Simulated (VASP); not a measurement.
Here is a VASP 6.6.1 calculation.

INCAR

```
PREC = Accurate
ENCUT = 600
EDIFF = 1E-6
ISMEAR = 0
SIGMA = 0.1
LREAL = False
LASPH = True
NELM = 60
ALGO = Normal
ISIF = 3
LWAVE = False
LCHARG = False
GGA = PE
IVDW = 12
IBRION = 2
NSW = 100
EDIFFG = -0.002
```

The input KPOINTS:

```
Automatic mesh
0
Gamma
  18 18 18
```

Contents of POSCAR:

```
Au
1.0
    0.0000000000      2.0585000000      2.0585000000
    2.0585000000      0.0000000000      2.0585000000
    2.0585000000      2.0585000000      0.0000000000
Au
1
Direct
    0.0000000000      0.0000000000      0.0000000000
```

Potentials or basis: VASP PAW PBE potentials, release 64 (Au).

Launch:

```console
$ cat potpaw_PBE.64/Au/POTCAR > POTCAR
$ mpirun -np 1 vasp_std > vasp.out
```

What does it give for the relaxed cell?

a = 2.900 Å, b = 2.900 Å, c = 2.900 Å, α = 60.00°, β = 60.00°, γ = 60.00°.

Estimate the dispersion energy per atom.

-0.657 eV.

What does it give for the relaxed volume?

17.25 Å³/atom.

Predict the space group after relaxing (to 0.05 Å).

Fm-3m (No. 225).

Final structure:
```cif
data_structure
_symmetry_space_group_name_H-M 'P 1'
_symmetry_Int_Tables_number 1
_cell_length_a 2.9002
_cell_length_b 2.9002
_cell_length_c 2.9002
_cell_angle_alpha 60.000
_cell_angle_beta 60.000
_cell_angle_gamma 60.000
_cell_volume 17.25
loop_
_atom_site_label
_atom_site_type_symbol
_atom_site_fract_x
_atom_site_fract_y
_atom_site_fract_z
_atom_site_occupancy
Au1 Au 0.00000 0.00000 0.00000 1
```

Caveat: pairwise dispersion overbinds metals, which lowers pressure and volume.
